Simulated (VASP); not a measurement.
Here is a VASP 6.6.1 calculation.

The input POSCAR:

```
SnSe
1.0
    0.0000000000      3.0318389860      3.0318389860
    3.0318389860      0.0000000000      3.0318389860
    3.0318389860      3.0318389860      0.0000000000
Sn Se
1 1
Direct
    0.0000000000      0.0000000000      0.0000000000
    0.5000000000      0.5000000000      0.5000000000
```

File INCAR.step1:

```
SYSTEM = SnSe
PREC     = Accurate       ! precision mode
ENCUT    = 520            ! plane-wave cutoff, eV
ISMEAR   = -1             ! smearing method
SIGMA    = 0.02           ! smearing width, eV
LREAL    = .False.        ! projectors in reciprocal space
LASPH    = .True.         ! aspherical terms in the spheres
NELM     = 60             ! most SCF steps
NBANDS   = 17             ! bands
GGA      = PE             ! functional
ALGO     = Normal         ! electronic algorithm
EDIFF    = 1E-4           ! SCF threshold, eV
LWAVE    = .True.         ! write WAVECAR
LCHARG   = .False.        ! write CHGCAR
```

Contents of INCAR.step2:

```
SYSTEM = SnSe
PREC     = Accurate       ! precision mode
ENCUT    = 520            ! plane-wave cutoff, eV
EDIFF    = 1E-6           ! SCF threshold, eV
ISMEAR   = -1             ! smearing method
SIGMA    = 0.02           ! smearing width, eV
LREAL    = .False.        ! projectors in reciprocal space
LASPH    = .True.         ! aspherical terms in the spheres
NELM     = 60             ! most SCF steps
ALGO     = Normal         ! electronic algorithm
ISIF     = 2              ! what is computed and relaxed
LWAVE    = .False.        ! write WAVECAR
LCHARG   = .False.        ! write CHGCAR
METAGGA  = R2SCAN         ! meta-GGA
LMIXTAU  = .True.       
NBANDS   = 17             ! bands
ISTART   = 1
```

Contents of KPOINTS:

```
regular mesh
0
Gamma
  6 6 6
  0 0 0
```

Potentials or basis: VASP PAW PBE potentials, release 64 (Sn_d, Se).

Command:

```console
$ cat potpaw_PBE.64/Sn_d/POTCAR potpaw_PBE.64/Se/POTCAR > POTCAR
$ cp INCAR.step1 INCAR
$ mpirun -np 1 vasp_std > vasp.out
$ cp INCAR.step2 INCAR
$ mpirun -np 1 vasp_std > vasp.out
```

(1) Predict the band gap on the k mesh.

(2) Predict the pressure.

Results:

(1) 0.36 eV, direct.

(2) -1.5 GPa.

Caveat: the PAW data sets were made with another functional, which shifts forces and pressure a little; spin-orbit coupling is left out, which moves the levels of the heavy elements.
